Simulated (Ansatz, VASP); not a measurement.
## One calculation of NiMoIrPdW, two programs

```
Ni Mo Pd Ir W
1.0
     2.76078    0.00000    0.00000
    -1.38039    2.39090    0.00000
     0.00000    0.00000   11.34051
Ni Mo Pd Ir W
1 1 1 1 1
Cartesian
  0.0000 0.0000 8.0423
  1.3804 0.7970 3.3369
  1.3804 0.7970 10.1952
  0.0000 0.0000 1.2025
  1.3804 0.7970 6.0015
```

Alike in both runs: task relaxation of cell and atoms; functional RPBE; k mesh 8 × 8 × 2; occupations fermi-dirac, width 0.05 eV; collinear spin.

|  | VASP | Ansatz |
| --- | --- | --- |
| version | VASP 6.6.1 | Ansatz 0.2.0 |
| potentials or method | VASP PAW PBE potentials, release 64 (Ni, Mo_sv, Pd, Ir, W_sv) | Ansatz PAW |
| plane-wave cutoff (eV) | 600 | 420 |
| valence electrons in the cell | 57 | 81 |

VASP gave:

- gap on the k mesh at the Fermi level, each at its own relaxed structure (eV): none
- net moment per atom (μB): 0.00
- relaxed volume (Å³/atom): 15.23
- relaxed length of the cell vector where the two differ most in proportion (Å): 11.399

**Question.** Which values does Ansatz return?

**Answer.** gap on the k mesh at the Fermi level, each at its own relaxed structure (eV): none; net moment per atom (μB): 0.00; relaxed volume (Å³/atom): 15.22; relaxed length of the cell vector where the two differ most in proportion (Å): 11.392.

VASP's potentials were made for PBE, not for RPBE. A gap of «none» marks a metal or a gap that the smearing closes. VASP's potentials hold 57 valence electrons a cell and Ansatz's 81, so a difference there can come from the potentials and not from the codes.

Neither program's run includes spin-orbit coupling. Noted on Ansatz's run: the plane-wave basis is chosen anew once the cell has moved, so the energies of steps on either side of that aren't comparable.
